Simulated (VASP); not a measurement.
Here is a VASP 6.6.1 calculation.

Contents of INCAR:

```
SYSTEM = NaF
PREC = Accurate ; ENCUT = 520
EDIFF = 1E-7 ; ISMEAR = -1
SIGMA = 0.02 ; LREAL = .False.
LASPH = .True. ; NELM = 60
ALGO = Normal ; ISIF = 2
LWAVE = .False. ; LCHARG = .True.
GGA = CA ; LELF = .True.
LVHAR = .True. ; NBANDS = 14
```

Contents of KPOINTS:

```
regular mesh
0
Gamma
  10 10 10
  0 0 0
```

File POSCAR:

```
NaF
1.0
    0.0000000000      2.3155297078      2.3155297078
    2.3155297078      0.0000000000      2.3155297078
    2.3155297078      2.3155297078      0.0000000000
Na F
1 1
Direct
    0.0000000000      0.0000000000      0.0000000000
    0.5000000000      0.5000000000      0.5000000000
```

Potentials or basis: VASP PAW LDA potentials, release 64 (Na_pv, F).

Run with:

```bash
$ cat potpaw_LDA.64/Na_pv/POTCAR potpaw_LDA.64/F/POTCAR > POTCAR
$ mpirun -np 1 vasp_std > vasp.out
```

Predict the band gap on the k mesh.

5.97 eV, direct.

Predict the pressure.

-4.3 GPa.

 A k mesh can miss the band edges.
